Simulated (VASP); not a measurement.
Input of a VASP 6.6.1 run:

The input POSCAR:

```
Al2Cu
1.0
    4.0880279461      0.0000000000      0.0000000000
    0.0000000000      4.0880279461      0.0000000000
    0.0000000000      0.0000000000      2.8513255488
Al Cu
2 1
Direct
    0.5000000000      0.0000000000      0.5000000000
    0.0000000000      0.5000000000      0.5000000000
    0.0000000000      0.0000000000      0.0000000000
```

INCAR.step1

```
PREC = Accurate
ENCUT = 520
ISMEAR = 0
SIGMA = 0.1
LREAL = F
LASPH = T
NELM = 80
NBANDS = 16
GGA = PE
ALGO = Normal
EDIFF = 1E-4
LWAVE = T
LCHARG = F
```

The input INCAR.step2:

```
PREC = Accurate
ENCUT = 520
EDIFF = 1E-6
ISMEAR = 0
SIGMA = 0.1
LREAL = F
LASPH = T
NELM = 80
ALGO = Normal
ISIF = 2
LWAVE = F
LCHARG = F
METAGGA = R2SCAN
LMIXTAU = T
NBANDS = 16
ISTART = 1
```

The input KPOINTS:

```
regular mesh
0
Gamma
  10 10 14
```

Potentials or basis: VASP PAW PBE potentials, release 64 (Al, Cu).

Launch:

```bash
$ cat potpaw_PBE.64/Al/POTCAR potpaw_PBE.64/Cu/POTCAR > POTCAR
$ cp INCAR.step1 INCAR
$ mpirun -np 1 vasp_std > vasp.out
$ cp INCAR.step2 INCAR
$ mpirun -np 1 vasp_std > vasp.out
```

(1) Estimate the band gap on the k mesh.

(2) Estimate the pressure.

Answers

(1) zero (an odd number of electrons rules out a gap without spin polarisation).

(2) -0.2 GPa.

Caveat: the PAW data sets were made with another functional, which shifts forces and pressure a little.
